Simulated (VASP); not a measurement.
# PbS (rocksalt type) (Fm-3m) in VASP: a series of runs

The runs below take PbS (rocksalt type) through single point, relaxation of cell and atoms, with PBE.

All numbers are computed with VASP 6.6.1; they aren't measurements. Logs are shortened: lines on timing, memory, paths and dates and some standing lists are left out, and cuts for length are marked.

### 1 The cell of the first run

It takes space group Fm-3m (No. 225, cubic). Conventional cell: a = 5.534 Å, b = 5.534 Å, c = 5.534 Å, α = 90.00°, β = 90.00°, γ = 90.00°. Within 3.6 Å of Pb (site symmetry m-3m) lie 6 S at 2.77 Å. S (site symmetry m-3m) has 6 Pb at 2.77 Å within 3.6 Å.

### 2 Single point, PBE

File INCAR:

```
SYSTEM = PbS
PREC     = Accurate       ! precision mode
ENCUT    = 520            ! plane-wave cutoff, eV
EDIFF    = 1E-6           ! SCF threshold, eV
ISMEAR   = -1             ! smearing method
SIGMA    = 0.08           ! smearing width, eV
LREAL    = .FALSE.        ! projectors in reciprocal space
LASPH    = .TRUE.         ! aspherical terms in the spheres
NELM     = 80             ! most SCF steps
ALGO     = Normal         ! electronic algorithm
ISIF     = 2              ! what is computed and relaxed
LWAVE    = .FALSE.        ! write WAVECAR
LCHARG   = .FALSE.        ! write CHGCAR
GGA      = PE             ! functional
NBANDS   = 17             ! bands
```

File KPOINTS:

```
Automatic mesh
0
G
  13 13 13
  0 0 0
```

File POSCAR:

```
PbS
1.0
    0.0000000000      2.7668799920      2.7668799920
    2.7668799920      0.0000000000      2.7668799920
    2.7668799920      2.7668799920      0.0000000000
Pb S
1 1
Direct
    0.0000000000      0.0000000000      0.0000000000
    0.5000000000      0.5000000000      0.5000000000
```

Potentials or basis: VASP PAW PBE potentials, release 64 (Pb_d, S).

On the command line:

```console
$ cat potpaw_PBE.64/Pb_d/POTCAR potpaw_PBE.64/S/POTCAR > POTCAR
$ mpirun -np 1 vasp_std > vasp.out
```

OUTCAR:

```text
SYSTEM = PbS
   PREC = Accurate
   ENCUT = 520
   EDIFF = 1E-6
   ISMEAR = -1
   LREAL = .FALSE.
   LASPH = .TRUE.
   NELM = 80
   ISIF = 2
   GGA = PE

 ion  position               nearest neighbor table
   1  0.000  0.000  0.000-   2 2.77   2 2.77   2 2.77   2 2.77   2 2.77   2 2.77
   2  0.500  0.500  0.500-   1 2.77   1 2.77   1 2.77   1 2.77   1 2.77   1 2.77

  LATTYP: Found a face centered cubic cell.
 ALAT       =     5.5337599840

  Lattice vectors:

 A1 = (   0.0000000000,   2.7668799920,   2.7668799920)
 A2 = (   2.7668799920,   0.0000000000,   2.7668799920)
 A3 = (   2.7668799920,   2.7668799920,   0.0000000000)

Analysis of symmetry for initial positions (statically):
=====================================================================
 Subroutine PRICEL returns:
 Original cell was already a primitive cell.

 Routine SETGRP: Setting up the symmetry group for a
 face centered cubic supercell.

 Subroutine GETGRP returns: Found 48 space group operations
 (whereof 48 operations were pure point group operations)
 out of a pool of 48 trial point group operations.

The static configuration has the point symmetry O_h .

Analysis of symmetry for dynamics (positions and initial velocities):
=====================================================================
 Subroutine PRICEL returns:
 Original cell was already a primitive cell.

 Routine SETGRP: Setting up the symmetry group for a
 face centered cubic supercell.

 Subroutine GETGRP returns: Found 48 space group operations
 (whereof 48 operations were pure point group operations)
 out of a pool of 48 trial point group operations.

The dynamic configuration has the point symmetry O_h .

 Subroutine INISYM returns: Found 48 space group operations
 (whereof 48 operations are pure point group operations),
 and found     1 'primitive' translations

----------------------------------------------------------------------------------------

                                     Primitive cell

  volume of cell :      42.3644

  direct lattice vectors                    reciprocal lattice vectors
     0.000000000  2.766879992  2.766879992    -0.180708958  0.180708958  0.180708958
     2.766879992  0.000000000  2.766879992     0.180708958 -0.180708958  0.180708958
     2.766879992  2.766879992  0.000000000     0.180708958  0.180708958 -0.180708958

  length of vectors
     3.912959210  3.912959210  3.912959210     0.312997096  0.312997096  0.312997096

  position of ions in fractional coordinates (direct lattice)
     0.000000000  0.000000000  0.000000000
     0.500000000  0.500000000  0.500000000

  ion indices of the primitive-cell ions
   primitive index   ion index
                 1           1
                 2           2

----------------------------------------------------------------------------------------

 KPOINTS: Automatic mesh

Automatic generation of k-mesh.
 Grid dimensions read from file:
 generate k-points for:   13   13   13

 Generating k-lattice:

  Cartesian coordinates                     Fractional coordinates (reciprocal lattice)
    -0.013900689  0.013900689  0.013900689     0.076923077  0.000000000  0.000000000
     0.013900689 -0.013900689  0.013900689     0.000000000  0.076923077  0.000000000
     0.013900689  0.013900689 -0.013900689     0.000000000  0.000000000  0.076923077

  Length of vectors
     0.024076700  0.024076700  0.024076700

  Shift w.r.t. Gamma in fractional coordinates (k-lattice)
     0.000000000  0.000000000  0.000000000

 Subroutine IBZKPT returns following result:
 ===========================================

 Found     84 irreducible k-points:

 Following reciprocal coordinates:
            Coordinates               Weight
  0.000000  0.000000  0.000000      1.000000
  0.076923  0.000000  0.000000      8.000000
  0.153846  0.000000  0.000000      8.000000
  0.230769  0.000000  0.000000      8.000000
  0.307692  0.000000  0.000000      8.000000
  0.384615  0.000000  0.000000      8.000000
[... 16 lines left out ...]
  0.384615  0.153846  0.000000     24.000000
  0.461538  0.153846  0.000000     24.000000
 [... further k-points ...]
   k-points           NKPTS =     84   k-points in BZ     NKDIM =     84   number of bands    NBANDS=     17
   number of dos      NEDOS =    301   number of ions     NIONS =      2
   total plane-waves  NPLWV =  27000
   dimension x,y,z NGX =    30 NGY =   30 NGZ =   30
   dimension x,y,z NGXF=    60 NGYF=   60 NGZF=   60
   ions per type =               1   1
   NGX,Y,Z   is equivalent  to a cutoff of  12.75, 12.75, 12.75 a.u.
   NGXF,Y,Z  is equivalent  to a cutoff of  25.49, 25.49, 25.49 a.u.
 SYSTEM =  PbS
   PREC   = accura    normal or accurate (medium, high low for compatibility)
   ISTART =      0    job   : 0-new  1-cont  2-samecut
   ICHARG =      2    charge: 1-file 2-atom 10-const
   ISPIN  =      1    spin polarized calculation?
   LNONCOLLINEAR =      F non collinear calculations
   LSORBIT =      F    spin-orbit coupling
   LASPH  =      T    aspherical Exc in radial PAW
   ENCUT  =  520.0 eV  38.22 Ry    6.18 a.u.   7.28  7.28  7.28*2*pi/ulx,y,z
   NELM   =     80;   NELMIN=  2; NELMDL= -5     # of ELM steps
   EDIFF  = 0.1E-05   stopping-criterion for ELM
   LREAL  =      F    real-space projection
   EDIFFG = 0.1E-04   stopping-criterion for IOM
   NSW    =      0    number of steps for IOM
   IBRION =     -1    ionic relax: 0-MD 1-quasi-New 2-CG
   NFREE  =      0    steps in history (QN), initial steepest desc. (CG)
   ISIF   =      2    stress and relaxation
   ISYM   =      2    0-nonsym 1-usesym 2-fastsym
   POTIM  = 0.5000    time-step for ionic-motion
   TEBEG  =    0.0;   TEEND  =   0.0 temperature during run
   PSTRESS=    0.0 pullay stress
   NELECT =      20.0000    total number of electrons
   NUPDOWN=      -1.0000    fix difference up-down
   EMIN   =  10.00;   EMAX   =-10.00  energy-range for DOS
   EFERMI =   0.00;   METHOD = LEGACY
   ISMEAR =    -1;   SIGMA  =   0.08  broadening in eV -4-tet -1-fermi 0-gaus
   EFERMI_NEDOS =   21; number of points for ismear=-14 and -15
   IALGO  =     38    algorithm
   IMIX   =      4    mixing-type and parameters
     AMIX     =   0.40;   BMIX     =  1.00
     AMIX_MAG =   1.60;   BMIX_MAG =  1.00
  volume/ion in A,a.u.               =      21.18       142.94
  Fermi-wavevector in a.u.,A,eV,Ry     =   1.274729  2.408888 22.108567  1.624934
  Thomas-Fermi vector in A             =   2.407481
   LORBIT       =      0    0 simple, 1 ext, 2 COOP (PROOUT), +10 PAW based schemes
   GGA     = PE    functional components
   LHFCALC =     F    Hartree Fock is set to
   AEXX    =    0.0000 exact exchange contribution
   IVDW    =     0    specifies the selected vdW correction
   LEPSILON=     F    determine dielectric tensor
   LRPA    =     F    only Hartree local field effects (RPA)
 non-spin polarized calculation
  energy-cutoff  :      520.00
  volume of cell :       42.36
 maximum number of plane-waves:      1159
 NGX is ok and might be reduce to    30
   NGX = 15   NGY = 15   NGZ = 15

 number of electron      19.9999997 magnetization

 Free energy of the ion-electron system (eV)
  ---------------------------------------------------
  ext. energy  EPLUGINS =         0.00000000
  ---------------------------------------------------
  free energy    TOTEN  =        -8.11169174 eV

  energy without entropy =       -8.11047745  energy(sigma->0) =       -8.11108460

 E-fermi :   8.8140     XC(G=0): -10.7026

 val. band max:        8.5741278662   @ k =  -0.3846   0.0769   0.0000
 cond. band min:       9.0516978527   @ k =  -0.4615   0.0769   0.0000
 fundamental gap:      0.4775699865
 Fermi energy:         8.8139613191

 k-point     1 :       0.0000    0.0000    0.0000
  band No.  band energies     occupation
      1      -8.4608      2.00000
      2      -8.4608      2.00000
      3      -8.4608      2.00000
      4      -8.4525      2.00000
      5      -8.4525      2.00000
      6      -6.8734      2.00000
[... 9 lines left out ...]
     16      14.9873      0.00000
     17      16.7572      0.00000

 k-point     2 :       0.0769    0.0000    0.0000
  band No.  band energies     occupation
      1      -8.4608      2.00000
      2      -8.4600      2.00000
      3      -8.4600      2.00000
      4      -8.4522      2.00000
      5      -8.4521      2.00000
      6      -6.8045      2.00000
[... 9 lines left out ...]
     16      15.2831      0.00000
     17      17.4584      0.00000

 k-point     3 :       0.1538    0.0000    0.0000
  band No.  band energies     occupation
      1      -8.4710      2.00000
      2      -8.4710      2.00000
      3      -8.4611      2.00000
      4      -8.4377      2.00000
      5      -8.4377      2.00000
      6      -6.6008      2.00000
[... 9 lines left out ...]
     16      15.6572      0.00000
     17      18.9001      0.00000

 k-point     4 :       0.2308    0.0000    0.0000
  band No.  band energies     occupation
      1      -8.4881      2.00000
      2      -8.4881      2.00000
      3      -8.4625      2.00000
      4      -8.4156      2.00000
      5      -8.4156      2.00000
      6      -6.2746      2.00000
[... 9 lines left out ...]
     16      16.2174      0.00000
     17      20.6034      0.00000
[... 343 lines left out ...]
      1      -8.5788      2.00000
      2      -8.4749      2.00000
      3      -8.4608      2.00000
      4      -8.4095      2.00000
      5      -8.3861      2.00000
      6      -5.8521      2.00000
[... 9 lines left out ...]
     16      17.9976      0.00000
     17      20.6023      0.00000

 k-point    23 :       0.3846    0.1538    0.0000
  band No.  band energies     occupation
      1      -8.6001      2.00000
      2      -8.4774      2.00000
      3      -8.4683      2.00000
      4      -8.3999      2.00000
      5      -8.3663      2.00000
      6      -5.4150      2.00000
[... 9 lines left out ...]
     16      18.6015      0.00000
     17      21.2298      0.00000

 k-point    24 :       0.4615    0.1538    0.0000
  band No.  band energies     occupation
      1      -8.6083      2.00000
      2      -8.4934      2.00000
      3      -8.4606      2.00000
      4      -8.3924      2.00000
      5      -8.3560      2.00000
      6      -5.0035      2.00000
[... 9 lines left out ...]
     16      19.0984      0.00000
     17      20.1410      0.00000

 [... further k-points ...]

------------------------ aborting loop because EDIFF is reached ----------------------------------------

  FORCE on cell =-STRESS in cart. coord.  units (eV):
  Direction    XX          YY          ZZ          XY          YZ          ZX
  --------------------------------------------------------------------------------------
  -------------------------------------------------------------------------------------
  Total        5.7895808      5.7895808      5.7895808      0.0000000     -0.0000000     -0.0000000
  in kB      218.9559448    218.9559448    218.9559448      0.0000000     -0.0000000     -0.0000000
  external PRESSURE =     218.9559448 kB  Pullay stress =       0.0000000 kB

 VOLUME and BASIS-vectors are now :
 -----------------------------------------------------------------------------
  energy-cutoff  :      520.00
  volume of cell :       42.36
      direct lattice vectors                 reciprocal lattice vectors
     0.000000000  2.766879992  2.766879992    -0.180708958  0.180708958  0.180708958
     2.766879992  0.000000000  2.766879992     0.180708958 -0.180708958  0.180708958
     2.766879992  2.766879992  0.000000000     0.180708958  0.180708958 -0.180708958

 POSITION                                       TOTAL-FORCE (eV/Angst)
 -----------------------------------------------------------------------------------
      0.00000      0.00000      0.00000        -0.000000      0.000000      0.000000
      2.76688      2.76688      2.76688         0.000000     -0.000000     -0.000000
 -----------------------------------------------------------------------------------
    total drift:                               -0.000000      0.000000      0.000000

  FREE ENERGIE OF THE ION-ELECTRON SYSTEM (eV)
  ---------------------------------------------------
  free  energy   TOTEN  =        -8.1116917432 eV

  energy  without entropy=       -8.1104774540  energy(sigma->0) =       -8.11108460
```

It took 71 s on 1 thread of Intel Xeon 8259CL, shared host; peak memory 0.21 GiB.

Results:

* Free energy: -8.1117 eV
* Pressure: 21.9 GPa

Caveat: this odd mesh misses L, so gap, dielectric constants and Born charges aren't listed; the cell stands under pressure; spin-orbit coupling is left out, which moves the levels of the heavy elements.

(Part 1 of 2 ends here.)
